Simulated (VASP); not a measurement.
# SrTiO3 (R-3m) in VASP: a series of runs

Runs on SrTiO3. Level: PBE. Tasks: electric field gradients.

All numbers are computed with VASP 6.6.1; they aren't measurements. Logs are shortened: lines on timing, memory, paths and dates and some standing lists are left out, and cuts for length are marked.

## Step 1: The cell of the first run

It takes space group R-3m (No. 166, trigonal). Conventional cell: a = 5.605 Å, b = 5.605 Å, c = 6.561 Å, α = 90.00°, β = 90.00°, γ = 120.00°. Sr (site symmetry -3m) has 12 O at 2.72 to 2.80 Å and 8 Ti at 3.28 to 3.42 Å within 3.6 Å. Ti (site symmetry -3m) has 6 O at 1.95 Å within 2.6 Å. Within 2.6 Å of O (site symmetry 2/m) lie 2 Ti at 1.95 Å.

## Step 2: Electric field gradients, PBE (equal xy, yz and zx shear strains of -3 %)

File INCAR:

```
SYSTEM = SrTiO3
PREC     = Accurate       ! precision mode
ENCUT    = 520            ! plane-wave cutoff, eV
EDIFF    = 1E-8           ! SCF threshold, eV
ISMEAR   = -1             ! smearing method
SIGMA    = 0.05           ! smearing width, eV
LREAL    = .False.        ! projectors in reciprocal space
LASPH    = .True.         ! aspherical terms in the spheres
NELM     = 80             ! most SCF steps
ALGO     = Normal         ! electronic algorithm
ISIF     = 2              ! what is computed and relaxed
LWAVE    = .False.        ! write WAVECAR
LCHARG   = .False.        ! write CHGCAR
GGA      = PE             ! functional
LEFG     = .True.       
NBANDS   = 28             ! bands
```

File KPOINTS:

```
Automatic mesh
0
Gamma
  7 7 7
  0 0 0
```

File POSCAR:

```
SrTiO3
1.0
    3.9050000000     -0.0585750000     -0.0585750000
   -0.0585750000      3.9050000000     -0.0585750000
   -0.0585750000     -0.0585750000      3.9050000000
Sr Ti O
1 1 3
Direct
    0.0000000000      0.0000000000      0.0000000000
    0.5000000000      0.5000000000      0.5000000000
    0.0000000000      0.5000000000      0.5000000000
    0.5000000000      0.0000000000      0.5000000000
    0.5000000000      0.5000000000      0.0000000000
```

Potentials or basis: VASP PAW PBE potentials, release 64 (Sr_sv, Ti_sv, O).

Started as:

```console
cat potpaw_PBE.64/Sr_sv/POTCAR potpaw_PBE.64/Ti_sv/POTCAR potpaw_PBE.64/O/POTCAR > POTCAR
mpirun -np 1 vasp_std > vasp.out
```

OUTCAR:

```text
SYSTEM = SrTiO3
   PREC = Accurate
   ENCUT = 520
   EDIFF = 1E-8
   ISMEAR = -1
   LREAL = .False.
   LASPH = .True.
   NELM = 80
   ISIF = 2
   GGA = PE

 ion  position               nearest neighbor table
   1  0.000  0.000  0.000-   3 2.72   4 2.72   5 2.72   3 2.72   4 2.72   5 2.72   5 2.80   3 2.80
                             4 2.80   5 2.80   4 2.80   3 2.80   2 3.28   2 3.28   2 3.42   2 3.42
   2  0.500  0.500  0.500-   3 1.95   4 1.95   5 1.95   5 1.95   4 1.95   3 1.95   1 3.28   1 3.28
                             1 3.42   1 3.42   1 3.42   1 3.42   1 3.42   1 3.42
   3  0.000  0.500  0.500-   2 1.95   2 1.95   1 2.72   1 2.72   1 2.80   1 2.80
   4  0.500  0.000  0.500-   2 1.95   2 1.95   1 2.72   1 2.72   1 2.80   1 2.80
   5  0.500  0.500  0.000-   2 1.95   2 1.95   1 2.72   1 2.72   1 2.80   1 2.80

  LATTYP: Found a trigonal (rhomboedric) cell.
 ALAT       =     3.9058785262
 COS(alpha) =    -0.0297616073

  Lattice vectors:

 A1 = (   3.9050000000,  -0.0585750000,  -0.0585750000)
 A2 = (  -0.0585750000,   3.9050000000,  -0.0585750000)
 A3 = (  -0.0585750000,  -0.0585750000,   3.9050000000)

Analysis of symmetry for initial positions (statically):
=====================================================================
 Subroutine PRICEL returns:
 Original cell was already a primitive cell.

 Routine SETGRP: Setting up the symmetry group for a
 trigonal (rhombohedral) supercell.

 Subroutine GETGRP returns: Found 12 space group operations
 (whereof 12 operations were pure point group operations)
 out of a pool of 12 trial point group operations.

The static configuration has the point symmetry D_3d.

Analysis of symmetry for dynamics (positions and initial velocities):
=====================================================================
 Subroutine PRICEL returns:
 Original cell was already a primitive cell.

 Routine SETGRP: Setting up the symmetry group for a
 trigonal (rhombohedral) supercell.

 Subroutine GETGRP returns: Found 12 space group operations
 (whereof 12 operations were pure point group operations)
 out of a pool of 12 trial point group operations.

The dynamic configuration has the point symmetry D_3d.

 Subroutine INISYM returns: Found 12 space group operations
 (whereof 12 operations are pure point group operations),
 and found     1 'primitive' translations

----------------------------------------------------------------------------------------

                                     Primitive cell

  volume of cell :      59.5068

  direct lattice vectors                    reciprocal lattice vectors
     3.905000000 -0.058575000 -0.058575000     0.256198991  0.003901507  0.003901507
    -0.058575000  3.905000000 -0.058575000     0.003901507  0.256198991  0.003901507
    -0.058575000 -0.058575000  3.905000000     0.003901507  0.003901507  0.256198991

  length of vectors
     3.905878526  3.905878526  3.905878526     0.256258398  0.256258398  0.256258398

  position of ions in fractional coordinates (direct lattice)
     0.000000000  0.000000000  0.000000000
     0.500000000  0.500000000  0.500000000
     1.000000000  0.500000000  0.500000000
     0.500000000  1.000000000  0.500000000
     0.500000000  0.500000000  0.000000000

  ion indices of the primitive-cell ions
   primitive index   ion index
                 1           1
                 2           2
                 3           3
                 4           4
                 5           5

----------------------------------------------------------------------------------------

 KPOINTS: Automatic mesh

Automatic generation of k-mesh.
 Grid dimensions read from file:
 generate k-points for:    7    7    7

 Generating k-lattice:

  Cartesian coordinates                     Fractional coordinates (reciprocal lattice)
     0.036599856  0.000557358  0.000557358     0.142857143  0.000000000  0.000000000
     0.000557358  0.036599856  0.000557358     0.000000000  0.142857143  0.000000000
     0.000557358  0.000557358  0.036599856     0.000000000  0.000000000  0.142857143

  Length of vectors
     0.036608343  0.036608343  0.036608343

  Shift w.r.t. Gamma in fractional coordinates (k-lattice)
     0.000000000  0.000000000  0.000000000

 Subroutine IBZKPT returns following result:
 ===========================================

 Found     44 irreducible k-points:

 Following reciprocal coordinates:
            Coordinates               Weight
  0.000000  0.000000  0.000000      1.000000
  0.142857 -0.000000  0.000000      6.000000
  0.285714 -0.000000  0.000000      6.000000
  0.428571 -0.000000  0.000000      6.000000
  0.142857  0.142857 -0.000000      6.000000
  0.285714  0.142857  0.000000     12.000000
[... 16 lines left out ...]
  0.285714  0.285714  0.142857      6.000000
  0.428571  0.285714  0.142857     12.000000
 [... further k-points ...]
   k-points           NKPTS =     44   k-points in BZ     NKDIM =     44   number of bands    NBANDS=     28
   number of dos      NEDOS =    301   number of ions     NIONS =      5
   total plane-waves  NPLWV =  27000
   dimension x,y,z NGX =    30 NGY =   30 NGZ =   30
   dimension x,y,z NGXF=    60 NGYF=   60 NGZF=   60
   ions per type =               1   1   3
   NGX,Y,Z   is equivalent  to a cutoff of  12.77, 12.77, 12.77 a.u.
   NGXF,Y,Z  is equivalent  to a cutoff of  25.54, 25.54, 25.54 a.u.
 SYSTEM =  SrTiO3
   PREC   = accura    normal or accurate (medium, high low for compatibility)
   ISTART =      0    job   : 0-new  1-cont  2-samecut
   ICHARG =      2    charge: 1-file 2-atom 10-const
   ISPIN  =      1    spin polarized calculation?
   LNONCOLLINEAR =      F non collinear calculations
   LSORBIT =      F    spin-orbit coupling
   LASPH  =      T    aspherical Exc in radial PAW
   ENCUT  =  520.0 eV  38.22 Ry    6.18 a.u.   7.26  7.26  7.26*2*pi/ulx,y,z
   NELM   =     80;   NELMIN=  2; NELMDL= -5     # of ELM steps
   EDIFF  = 0.1E-07   stopping-criterion for ELM
   LREAL  =      F    real-space projection
   EDIFFG = 0.1E-06   stopping-criterion for IOM
   NSW    =      0    number of steps for IOM
   IBRION =     -1    ionic relax: 0-MD 1-quasi-New 2-CG
   NFREE  =      0    steps in history (QN), initial steepest desc. (CG)
   ISIF   =      2    stress and relaxation
   ISYM   =      2    0-nonsym 1-usesym 2-fastsym
   POTIM  = 0.5000    time-step for ionic-motion
   TEBEG  =    0.0;   TEEND  =   0.0 temperature during run
   PSTRESS=    0.0 pullay stress
   NELECT =      40.0000    total number of electrons
   NUPDOWN=      -1.0000    fix difference up-down
   EMIN   =  10.00;   EMAX   =-10.00  energy-range for DOS
   EFERMI =   0.00;   METHOD = LEGACY
   ISMEAR =    -1;   SIGMA  =   0.05  broadening in eV -4-tet -1-fermi 0-gaus
   EFERMI_NEDOS =   21; number of points for ismear=-14 and -15
   IALGO  =     38    algorithm
   IMIX   =      4    mixing-type and parameters
     AMIX     =   0.40;   BMIX     =  1.00
     AMIX_MAG =   1.60;   BMIX_MAG =  1.00
  volume/ion in A,a.u.               =      11.90        80.31
  Fermi-wavevector in a.u.,A,eV,Ry     =   1.434077  2.710013 27.981433  2.056577
  Thomas-Fermi vector in A             =   2.553525
   LORBIT       =      0    0 simple, 1 ext, 2 COOP (PROOUT), +10 PAW based schemes
   GGA     = PE    functional components
   LHFCALC =     F    Hartree Fock is set to
   AEXX    =    0.0000 exact exchange contribution
   IVDW    =     0    specifies the selected vdW correction
   LEPSILON=     F    determine dielectric tensor
   LRPA    =     F    only Hartree local field effects (RPA)
 non-spin polarized calculation
  energy-cutoff  :      520.00
  volume of cell :       59.51
 maximum number of plane-waves:      1625
 NGX is ok and might be reduce to    30
   NGX = 15   NGY = 15   NGZ = 15

 number of electron      40.0000018 magnetization

 Free energy of the ion-electron system (eV)
  ---------------------------------------------------
  ext. energy  EPLUGINS =         0.00000000
  ---------------------------------------------------
  free energy    TOTEN  =       -40.01652346 eV

  energy without entropy =      -40.01652345  energy(sigma->0) =      -40.01652346

 E-fermi :   5.0854     XC(G=0): -11.2737

 val. band max:        4.1461325862   @ k =   0.4286   0.4286   0.4286
 cond. band min:       5.9097103317   @ k =   0.0000   0.0000   0.0000
 fundamental gap:      1.7635777455
 Fermi energy:         5.0853908657

 k-point     1 :       0.0000    0.0000    0.0000
  band No.  band energies     occupation
      1     -52.2962      2.00000
      2     -28.6154      2.00000
      3     -28.5681      2.00000
      4     -28.5300      2.00000
      5     -28.5300      2.00000
      6     -13.2594      2.00000
[... 20 lines left out ...]
     27       9.5872      0.00000
     28      10.3729      0.00000

 k-point     2 :       0.1429   -0.0000    0.0000
  band No.  band energies     occupation
      1     -52.2959      2.00000
      2     -28.6432      2.00000
      3     -28.5569      2.00000
      4     -28.5295      2.00000
      5     -28.5218      2.00000
      6     -13.2708      2.00000
[... 674 lines left out ...]
 k-point    24 :       0.4286    0.2857    0.1429
  band No.  band energies     occupation
      1     -52.2935      2.00000
      2     -28.6639      2.00000
      3     -28.5812      2.00000
      4     -28.5474      2.00000
      5     -28.5286      2.00000
      6     -12.9725      2.00000
[... 20 lines left out ...]
     27      12.2322      0.00000
     28      12.5852      0.00000

 [... further k-points ...]

------------------------ aborting loop because EDIFF is reached ----------------------------------------

  FORCE on cell =-STRESS in cart. coord.  units (eV):
  Direction    XX          YY          ZZ          XY          YZ          ZX
  --------------------------------------------------------------------------------------
  -------------------------------------------------------------------------------------
  Total        1.9336882      1.9336882      1.9336882      1.2983762      1.2983762      1.2983762
  in kB       52.0631093     52.0631093     52.0631093     34.9578092     34.9578092     34.9578092
  external PRESSURE =      52.0631093 kB  Pullay stress =       0.0000000 kB

 VOLUME and BASIS-vectors are now :
 -----------------------------------------------------------------------------
  energy-cutoff  :      520.00
  volume of cell :       59.51
      direct lattice vectors                 reciprocal lattice vectors
     3.905000000 -0.058575000 -0.058575000     0.256198991  0.003901507  0.003901507
    -0.058575000  3.905000000 -0.058575000     0.003901507  0.256198991  0.003901507
    -0.058575000 -0.058575000  3.905000000     0.003901507  0.003901507  0.256198991

 POSITION                                       TOTAL-FORCE (eV/Angst)
 -----------------------------------------------------------------------------------
      0.00000      0.00000      0.00000        -0.000000     -0.000000     -0.000000
      1.89393      1.89393      1.89392         0.000000     -0.000000     -0.000000
     -0.05858      1.92321      1.92321        -0.000000      0.000000      0.000000
      1.92321     -0.05858      1.92321        -0.000000      0.000000     -0.000000
      1.92321      1.92321     -0.05858         0.000000     -0.000000     -0.000000
 -----------------------------------------------------------------------------------
    total drift:                                0.000000      0.000000     -0.000000

  FREE ENERGIE OF THE ION-ELECTRON SYSTEM (eV)
  ---------------------------------------------------
  free  energy   TOTEN  =       -40.0165234558 eV

  energy  without entropy=      -40.0165234545  energy(sigma->0) =      -40.01652346

 Electric field gradients (V/A^2)
---------------------------------------------------------------------
 ion       V_xx      V_yy      V_zz      V_xy      V_xz      V_yz
---------------------------------------------------------------------
   1       0.000     0.000    -0.000    -8.140    -8.140    -8.140
   2       0.000    -0.000     0.000     6.013     6.013     6.013
   3      11.548    -5.774    -5.774    -4.208    -4.208     1.729
   4      -5.774    11.548    -5.774    -4.208     1.729    -4.208
   5      -5.774    -5.774    11.548     1.729    -4.208    -4.208
---------------------------------------------------------------------

 Electric field gradients after diagonalization (V/A^2)
 (convention: |V_zz| > |V_xx| > |V_yy|)
----------------------------------------------------------------------
 ion       V_xx      V_yy      V_zz     asymmetry (V_yy - V_xx)/ V_zz
----------------------------------------------------------------------
   1       8.140     8.140   -16.280       0.000
   2      -6.013    -6.013    12.026       0.000
   3      -7.503    -6.057    13.560       0.107
   4      -7.503    -6.057    13.560       0.107
   5      -7.503    -6.057    13.560       0.107
----------------------------------------------------------------------

           NMR quadrupolar parameters

 Cq : quadrupolar parameter    Cq=e*Q*V_zz/h
 eta: asymmetry parameters     (V_yy - V_xx)/ V_zz
 Q  : nuclear electric quadrupole moment in mb (millibarn)
----------------------------------------------------------------------
 ion       Cq(MHz)       eta       Q (mb)
----------------------------------------------------------------------
   1      -0.039       0.000       1.000
   2       0.029       0.000       1.000
   3       0.033       0.107       1.000
   4       0.033       0.107       1.000
   5       0.033       0.107       1.000
----------------------------------------------------------------------
```

It took 3.8 min on 1 thread of Intel Xeon 8259CL, shared host; peak memory 0.22 GiB.

Results:

```
Free energy                             : -40.0165 eV
Pressure                                : 5.2 GPa
Band gap on the k mesh                  : 1.76 eV (least direct gap 1.95 eV)
Largest electric field gradient by atom : Sr -16.3; Ti +12.0; O +13.6 V/Å²
```

Stress tensor (GPa, compression positive):
```
5.21 3.50 3.50
3.50 5.21 3.50
3.50 3.50 5.21
```

Electric field gradients, principal values (V/Å²):
```
atom   least  middle  greatest (by size)
1 Sr   8.140   8.140             -16.280
2 Ti  -6.013  -6.013              12.026
 3 O  -6.057  -7.503              13.560
 4 O  -6.057  -7.503              13.560
 5 O  -6.057  -7.503              13.560
```

Caveat: the cell differs from its parent crystal (equal xy, yz and zx shear strains of -3 %); the cell stands under pressure; without QUAD_EFG the Cq values of the log hold for a quadrupole moment of 1 mb, not for the nuclei; an odd mesh through Γ misses points on the zone boundary, where band edges can lie.

(Continued in part 2 of 3.)
